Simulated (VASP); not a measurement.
InAgTe2: relaxation of cell and atoms with PBEsol

InAgTe2:

```
In Ag Te
1.0
    -3.28468    3.28468    6.49877
     3.28468   -3.28468    6.49877
     3.28468    3.28468   -6.49877
In Ag Te
2 2 4
Direct
  0.50000 0.50000 0.00000
  0.25000 0.75000 0.50000
  0.00000 0.00000 0.00000
  0.75000 0.25000 0.50000
  0.37500 0.36943 0.49443
  0.63057 0.12500 0.00557
  0.87500 0.88057 0.50557
  0.11943 0.62500 0.99443
```

```yaml
Program: VASP 6.6.1
Task: relaxation of cell and atoms
Functional: PBEsol
Potentials_or_basis: VASP PAW PBE potentials, release 64 (In_d, Ag, Te)
Cutoff: 500 eV
k_mesh: 8 × 8 × 8
Occupations: gaussian, width 0.1 eV
Spin: no spin polarisation
Dipole_correction: no
Further_INCAR_settings: ALGO = Normal; EDIFF = 1e-07; IBRION = 2; EDIFFG = -0.005; NSW = 70; ISIF = 3
```

```json
{
 "Relaxed volume": "33.00 Å³/atom",
 "Relaxed cell": "a = 7.838 Å, b = 7.838 Å, c = 7.838 Å, α = 131.56°, β = 131.56°, γ = 70.92°",
 "Space group after relaxing (to 0.1 Å)": "I-42d (No. 122)",
 "Energy gained by relaxing": "16.0 meV/atom",
 "Ionic steps": "10",
 "Pressure after relaxing": "0.0 GPa",
 "Band gap on the k mesh": "0.08 eV"
}
```

Step by step:
| step | energy change (eV) | largest force (eV/Å) | pressure (GPa) | volume (Å³) |
| --- | --- | --- | --- | --- |
| 1 | 0.0000 | 0.0625 | -2.28 | 280.46 |
| 2 | -0.1167 | 0.1474 | 0.62 | 260.71 |
| 3 | -0.1233 | 0.1317 | 0.02 | 264.17 |
| 4 | -0.1232 | 0.1303 | -0.04 | 264.49 |
| 5 | -0.1259 | 0.0891 | -0.03 | 264.37 |
| 6 | -0.1283 | 0.0007 | -0.03 | 264.12 |
| 7 | -0.1283 | 0.0007 | 0.03 | 263.81 |
| 8 | -0.1283 | 0.0006 | 0.02 | 263.83 |
| 9 | -0.1284 | 0.0009 | 0.01 | 263.89 |
| 10 | -0.1284 | 0.0012 | -0.01 | 263.98 |

Final structure:
```xyz
8
Lattice="-3.2151 3.2151 6.3842 3.2151 -3.2151 6.3842 3.2151 3.2151 -6.3842" Properties=species:S:1:pos:R:3 pbc="T T T"
In    0.0000    0.0000    6.3842
In    3.2151    0.0000    3.1921
Ag    0.0000    0.0000    0.0000
Ag    0.0000    3.2151    3.1921
Te    1.5500    1.6076    1.5961
Te   -1.6076    1.6651    4.7882
Te    1.6651    1.6076    7.9803
Te    4.8227    1.5500   -1.5961
```

Levels at points of the mesh, in eV from the valence-band top:
| k point | band 34 | band 35 | band 36 | band 37 | band 38 | band 39 |
| --- | --- | --- | --- | --- | --- | --- |
| (0.00, 0.00, 0.00) | -0.07 | -0.07 | 0.00 | 0.08 | 1.81 | 1.92 |
| (0.50, 0.00, 0.00) | -1.37 | -1.28 | -0.66 | 1.76 | 2.08 | 2.83 |
| (0.50, 0.50, 0.00) | -0.95 | -0.57 | -0.57 | 0.86 | 0.86 | 2.83 |
| (0.50, 0.50, 0.50) | -1.34 | -1.03 | -1.03 | 1.47 | 1.47 | 1.91 |

It took 27 min on 4 MPI ranks on Intel(R) Xeon(R) Platinum 8375C CPU @ 2.90GHz (Ice Lake), with other jobs on the host, peak memory 0.97 GiB a rank.

Caveat: semilocal functionals underestimate gaps, and a narrow one can read as zero; the PAW data sets were made with another functional, which shifts forces and pressure a little; spin-orbit coupling is left out, which moves the levels of the heavy elements.
